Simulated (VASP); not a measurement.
Here is a VASP 6.6.1 calculation.

INCAR

```
ALGO     = Normal         # electronic algorithm
EDIFF    = 1E-6           # SCF threshold, eV
EDIFFG   = -0.005         # ionic threshold
ENCUT    = 600            # plane-wave cutoff, eV
GGA      = PE             # functional
IBRION   = 2              # ionic algorithm
ISIF     = 3              # what is computed and relaxed
ISMEAR   = -1             # smearing method
ISPIN    = 2              # spin polarisation
LASPH    = True           # aspherical terms in the spheres
LCHARG   = False          # write CHGCAR
LMAXMIX  = 4              # l up to which the mixer works
LORBIT   = 11             # projections on sites
LREAL    = False          # projectors in reciprocal space
LWAVE    = False          # write WAVECAR
MAGMOM   = 1              # initial moments
NELM     = 150            # most SCF steps
NSW      = 32             # ionic steps
PREC     = Accurate       # precision mode
PSTRESS  = -9.399999999999999
SIGMA    = 0.05           # smearing width, eV
```

File KPOINTS:

```
k-points
0
Gamma
  19 19 19
```

File POSCAR:

```
Ni
1.0
    0.0000000000      1.7627176325      1.7627176325
    1.7627176325      0.0000000000      1.7627176325
    1.7627176325      1.7627176325      0.0000000000
Ni
1
Direct
    0.0000000000      0.0000000000      0.0000000000
```

Potentials or basis: VASP PAW PBE potentials, release 64 (Ni).

Run with:

```sh
$ cat potpaw_PBE.64/Ni/POTCAR > POTCAR
$ mpirun -np 1 vasp_std > vasp.out
```

Problem. What does it give for the relaxed cell?

Solution. a = 2.492 Å, b = 2.492 Å, c = 2.492 Å, α = 60.00°, β = 60.00°, γ = 60.00°.

Problem. What does it give for the site moments?

Solution. Ni +0.65 μB.

Final structure:
```cif
data_structure
_symmetry_space_group_name_H-M 'P 1'
_symmetry_Int_Tables_number 1
_cell_length_a 2.4919
_cell_length_b 2.4919
_cell_length_c 2.4919
_cell_angle_alpha 60.000
_cell_angle_beta 60.000
_cell_angle_gamma 60.000
_cell_volume 10.94
loop_
_atom_site_label
_atom_site_type_symbol
_atom_site_fract_x
_atom_site_fract_y
_atom_site_fract_z
_atom_site_occupancy
Ni1 Ni 0.00000 0.00000 0.00000 1
```

Caveat: the cell is relaxed towards a set pressure, so the run minimises the enthalpy, not the energy.
